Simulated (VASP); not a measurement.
# TiC (I4mm) in VASP: notebook

TiC is run at these levels: PBE; tasks: single point.

Program: VASP 6.6.1. These are calculated values, not measurements. Logs are shortened: lines on timing, memory, paths and dates and some standing lists are left out, and cuts for length are marked.

## Step 1: The cell of the first run

Symmetry: I4mm, No. 107, tetragonal system. The conventional cell has a = 3.064 Å, b = 3.064 Å, c = 4.333 Å, α = 90.00°, β = 90.00°, γ = 90.00°. Within 2.7 Å of Ti (site symmetry 4mm) lie 6 C at 2.07 to 2.26 Å. Within 2.7 Å of C (site symmetry 4mm) lie 6 Ti at 2.07 to 2.26 Å.

## Step 2: Single point, PBE (atoms displaced along a vibrational mode)

File INCAR:

```
ALGO = Normal
EDIFF = 1E-7
ENCUT = 520
GGA = PE
ISIF = 2
ISMEAR = 0
LASPH = T
LCHARG = T
LELF = T
LREAL = F
LVHAR = T
LWAVE = F
NBANDS = 24
NELM = 100
PREC = Accurate
SIGMA = 0.15
```

File KPOINTS:

```
k-points
0
Gamma
  20 20 14
```

File POSCAR:

```
TiC
1.0
    0.0000000000     -2.1664615256     -2.1664615256
    0.0000000000      2.1664615256     -2.1664615256
    4.3329230512      0.0000000000      0.0000000000
Ti C
2 2
Direct
    0.5043433342      0.4956566658      0.5000000000
    1.0043433342      0.9956566658      0.0000000000
    0.4826906688      0.5173093312      0.0000000000
   -0.0173093312      0.0173093312      0.5000000000
```

Potentials or basis: VASP PAW PBE potentials, release 64 (Ti_sv, C).

Launch:

```bash
$ cat potpaw_PBE.64/Ti_sv/POTCAR potpaw_PBE.64/C/POTCAR > POTCAR
$ mpirun -np 1 vasp_std > vasp.out
```

OUTCAR:

```text
EDIFF = 1E-7
   ENCUT = 520
   GGA = PE
   ISIF = 2
   ISMEAR = 0
   LASPH = T
   LREAL = F
   NELM = 100
   PREC = Accurate

 ion  position               nearest neighbor table
   1  0.504  0.496  0.500-   4 2.07   3 2.17   4 2.17   3 2.17   4 2.17   4 2.26
   2  0.004  0.996  0.000-   3 2.07   3 2.17   4 2.17   4 2.17   3 2.17   3 2.26
   3  0.483  0.517  0.000-   2 2.07   1 2.17   2 2.17   1 2.17   2 2.17   2 2.26
   4  0.983  0.017  0.500-   1 2.07   1 2.17   2 2.17   2 2.17   1 2.17   1 2.26

  LATTYP: Found a simple tetragonal cell.
 ALAT       =     3.0638392719
 C/A-ratio  =     1.4142135624

  Lattice vectors:

 A1 = (   0.0000000000,  -2.1664615256,  -2.1664615256)
 A2 = (   0.0000000000,   2.1664615256,  -2.1664615256)
 A3 = (   4.3329230512,   0.0000000000,   0.0000000000)

Analysis of symmetry for initial positions (statically):
=====================================================================
 Subroutine PRICEL returns following result:

  LATTYP: Found a face centered cubic cell.
 ALAT       =     4.3329230512

  Lattice vectors:

 A1 = (  -2.1664615256,   0.0000000000,   2.1664615256)
 A2 = (  -2.1664615256,  -2.1664615256,   0.0000000000)
 A3 = (   0.0000000000,  -2.1664615256,   2.1664615256)

   2 primitive cells build up your supercell.

 Routine SETGRP: Setting up the symmetry group for a
 simple tetragonal supercell.

 Subroutine GETGRP returns: Found  4 space group operations
 (whereof  4 operations were pure point group operations)
 out of a pool of 16 trial point group operations.

The static configuration has the point symmetry C_2v.

Analysis of symmetry for dynamics (positions and initial velocities):
=====================================================================
 Subroutine PRICEL returns following result:

  LATTYP: Found a face centered cubic cell.
 ALAT       =     4.3329230512

  Lattice vectors:

 A1 = (  -2.1664615256,   0.0000000000,   2.1664615256)
 A2 = (  -2.1664615256,  -2.1664615256,   0.0000000000)
 A3 = (   0.0000000000,  -2.1664615256,   2.1664615256)

   2 primitive cells build up your supercell.

 Routine SETGRP: Setting up the symmetry group for a
 simple tetragonal supercell.

 Subroutine GETGRP returns: Found  4 space group operations
[... 92 lines left out ...]
   NGXF,Y,Z  is equivalent  to a cutoff of  26.05, 26.05, 24.56 a.u.
 SYSTEM =  unknown system
   PREC   = accura    normal or accurate (medium, high low for compatibility)
   ISTART =      0    job   : 0-new  1-cont  2-samecut
   ICHARG =      2    charge: 1-file 2-atom 10-const
   ISPIN  =      1    spin polarized calculation?
   LNONCOLLINEAR =      F non collinear calculations
   LSORBIT =      F    spin-orbit coupling
   LASPH  =      T    aspherical Exc in radial PAW
   ENCUT  =  520.0 eV  38.22 Ry    6.18 a.u.   5.70  5.70  8.06*2*pi/ulx,y,z
   NELM   =    100;   NELMIN=  2; NELMDL= -5     # of ELM steps
   EDIFF  = 0.1E-06   stopping-criterion for ELM
   LREAL  =      F    real-space projection
   EDIFFG = 0.1E-05   stopping-criterion for IOM
   NSW    =      0    number of steps for IOM
   IBRION =     -1    ionic relax: 0-MD 1-quasi-New 2-CG
   NFREE  =      0    steps in history (QN), initial steepest desc. (CG)
   ISIF   =      2    stress and relaxation
   ISYM   =      2    0-nonsym 1-usesym 2-fastsym
   POTIM  = 0.5000    time-step for ionic-motion
   TEBEG  =    0.0;   TEEND  =   0.0 temperature during run
   PSTRESS=    0.0 pullay stress
   NELECT =      32.0000    total number of electrons
   NUPDOWN=      -1.0000    fix difference up-down
   EMIN   =  10.00;   EMAX   =-10.00  energy-range for DOS
   EFERMI =   0.00;   METHOD = LEGACY
   ISMEAR =     0;   SIGMA  =   0.15  broadening in eV -4-tet -1-fermi 0-gaus
   EFERMI_NEDOS =   21; number of points for ismear=-14 and -15
   IALGO  =     38    algorithm
   IMIX   =      4    mixing-type and parameters
     AMIX     =   0.40;   BMIX     =  1.00
     AMIX_MAG =   1.60;   BMIX_MAG =  1.00
  volume/ion in A,a.u.               =      10.17        68.62
  Fermi-wavevector in a.u.,A,eV,Ry     =   1.511311  2.855964 31.076536  2.284061
  Thomas-Fermi vector in A             =   2.621385
   LORBIT       =      0    0 simple, 1 ext, 2 COOP (PROOUT), +10 PAW based schemes
   GGA     = PE    functional components
   LHFCALC =     F    Hartree Fock is set to
   AEXX    =    0.0000 exact exchange contribution
   IVDW    =     0    specifies the selected vdW correction
   LEPSILON=     F    determine dielectric tensor
   LRPA    =     F    only Hartree local field effects (RPA)
 non-spin polarized calculation
 Gauss-broadening in eV      SIGMA  =   0.15
  energy-cutoff  :      520.00
  volume of cell :       40.67
 maximum number of plane-waves:      1136
   NGX = 11   NGY = 11   NGZ = 17

 number of electron      32.0000010 magnetization

 Free energy of the ion-electron system (eV)
  ---------------------------------------------------
  ext. energy  EPLUGINS =         0.00000000
  ---------------------------------------------------
  free energy    TOTEN  =       -37.34128704 eV

  energy without entropy =      -37.33496093  energy(sigma->0) =      -37.33812398

 E-fermi :   9.4357     XC(G=0): -12.6879

 val. band max:        9.4341179720   @ k =   0.0500   0.0000   0.2857
 cond. band min:       9.4432889141   @ k =   0.1000   0.0000   0.0000
 fundamental gap:      0.0091709422
 Fermi energy:         9.4357000226

 k-point     1 :       0.0000    0.0000    0.0000
  band No.  band energies     occupation
      1     -47.1897      2.00000
      2     -47.0932      2.00000
      3     -23.6506      2.00000
      4     -23.3840      2.00000
      5     -23.3817      2.00000
      6     -23.2173      2.00000
[... 637 lines left out ...]
     23      13.7044      0.00000
     24      14.6105      0.00000

 [... further k-points ...]
[... 5 lines left out ...]
  --------------------------------------------------------------------------------------
  -------------------------------------------------------------------------------------
  Total        0.1198822      0.7296081      0.1106709      0.0000000      0.0000000      0.0000000
  in kB        4.7222870     28.7400352      4.3594431      0.0000000      0.0000000      0.0000000
  external PRESSURE =      12.6072551 kB  Pullay stress =       0.0000000 kB

 VOLUME and BASIS-vectors are now :
 -----------------------------------------------------------------------------
  energy-cutoff  :      520.00
  volume of cell :       40.67
      direct lattice vectors                 reciprocal lattice vectors
     0.000000000 -2.166461526 -2.166461526     0.000000000 -0.230791082 -0.230791082
     0.000000000  2.166461526 -2.166461526     0.000000000  0.230791082 -0.230791082
     4.332923051  0.000000000  0.000000000     0.230791082  0.000000000  0.000000000

 POSITION                                       TOTAL-FORCE (eV/Angst)
 -----------------------------------------------------------------------------------
      2.16646     -0.01882     -2.16646        -0.000000      0.850531      0.000000
      0.00000      2.14764     -2.16646         0.000000      0.850531      0.000000
      0.00000      0.07500     -2.16646         0.000000     -0.850531      0.000000
      2.16646     -2.09146     -2.16646         0.000000     -0.850531      0.000000
 -----------------------------------------------------------------------------------
    total drift:                               -0.000000      0.000477      0.000000

  FREE ENERGIE OF THE ION-ELECTRON SYSTEM (eV)
  ---------------------------------------------------
  free  energy   TOTEN  =       -37.3412870373 eV

  energy  without entropy=      -37.3349609280  energy(sigma->0) =      -37.33812398
```

stdout:

```text
POSCAR found type information on POSCAR TiC
 POSCAR found :  2 types and       4 ions
 scaLAPACK will be used
 LDA part: xc-table for (Slater+PW92), standard interpolation
 POSCAR, INCAR and KPOINTS ok, starting setup
 FFT: planning ... GRIDC
 FFT: planning ... GRID_SOFT
 FFT: planning ... GRID
 WAVECAR not read
 entering main loop
```

Run time: 5.5 min. Hardware: 1 thread of Intel Xeon 6975P-C (Granite Rapids), shared host; peak memory 0.76 GiB.

Results:

| Quantity | Value |
| --- | --- |
| Free energy | -37.3413 eV |
| Pressure | 1.3 GPa |
| Largest force | 0.851 eV/Å |
| Band gap on the k mesh | zero (bands 16 and 17 overlap by 0.87 eV) |

Forces on the atoms (eV/Å):
```
Ti   0.000  0.851  0.000
Ti   0.000  0.851  0.000
C    0.000 -0.851  0.000
C    0.000 -0.851  0.000
```

Caveat: the cell differs from its parent crystal (atoms displaced along a vibrational mode).

## Step 3: Single point, PBE (atoms displaced along a vibrational mode)

File INCAR:

```
SYSTEM = TiC
PREC     = Accurate       ! precision mode
ENCUT    = 520            ! plane-wave cutoff, eV
EDIFF    = 1E-6           ! SCF threshold, eV
ISMEAR   = 0              ! smearing method
SIGMA    = 0.15           ! smearing width, eV
LREAL    = .FALSE.        ! projectors in reciprocal space
LASPH    = .TRUE.         ! aspherical terms in the spheres
NELM     = 100            ! most SCF steps
ALGO     = Normal         ! electronic algorithm
ISIF     = 2              ! what is computed and relaxed
LWAVE    = .FALSE.        ! write WAVECAR
LCHARG   = .FALSE.        ! write CHGCAR
GGA      = PE             ! functional
NBANDS   = 24             ! bands
```

File KPOINTS:

```
Automatic mesh
0
G
  20 20 14
  0 0 0
```

File POSCAR:

```
TiC
1.0
    0.0000000000     -2.1664615256     -2.1664615256
    0.0000000000      2.1664615256     -2.1664615256
    4.3329230512      0.0000000000      0.0000000000
Ti C
2 2
Direct
    0.5014477781      0.4985522219      0.5000000000
    1.0014477781      0.9985522219      0.0000000000
    0.4942302229      0.5057697771      0.0000000000
   -0.0057697771      0.0057697771      0.5000000000
```

Potentials or basis: VASP PAW PBE potentials, release 64 (Ti_sv, C).

Launch:

```bash
$ cat potpaw_PBE.64/Ti_sv/POTCAR potpaw_PBE.64/C/POTCAR > POTCAR
$ mpirun -np 1 vasp_std > vasp.out
```

Run time: 4.7 min. Hardware: 1 thread of Intel Xeon 6975P-C (Granite Rapids), shared host; peak memory 0.75 GiB.

The run converged. Its results:

```
Free energy            : -37.4132 eV
Pressure               : 0.3 GPa
Largest force          : 0.291 eV/Å
Band gap on the k mesh : zero (bands 16 and 17 overlap by 1.06 eV)
```

Forces on the atoms (eV/Å):
```
Ti   0.000  0.291  0.000
Ti   0.000  0.291  0.000
C    0.000 -0.291  0.000
C    0.000 -0.291  0.000
```

Stress tensor (GPa, compression positive):
```
0.27 0.00 0.00
0.00 0.51 0.00
0.00 0.00 0.24
```

Levels at points of the mesh, in eV from the Fermi level:
| k point | band 13 | band 14 | band 15 | band 16 | band 17 | band 18 | band 19 | band 20 |
| --- | --- | --- | --- | --- | --- | --- | --- | --- |
| (0.00, 0.00, 0.00) | -0.05 | -0.01 | 0.65 | 0.65 | 0.69 | 1.42 | 1.70 | 1.71 |
| (0.50, 0.00, 0.00) | -2.71 | -2.71 | -2.56 | -2.56 | 2.14 | 2.14 | 3.13 | 3.13 |
| (0.50, 0.50, 0.00) | -1.65 | -1.62 | -0.05 | -0.04 | -0.04 | -0.01 | 2.70 | 2.71 |
| (0.00, 0.00, 0.50) | -0.69 | -0.69 | -0.41 | -0.41 | -0.32 | -0.32 | 2.18 | 2.18 |
| (0.50, 0.00, 0.50) | -2.89 | -2.89 | -2.89 | -2.89 | 2.90 | 2.90 | 2.91 | 2.91 |
| (0.50, 0.50, 0.50) | -3.14 | -3.14 | -2.69 | -2.69 | 2.77 | 2.77 | 2.78 | 2.78 |

Caveat: the cell differs from its parent crystal (atoms displaced along a vibrational mode).
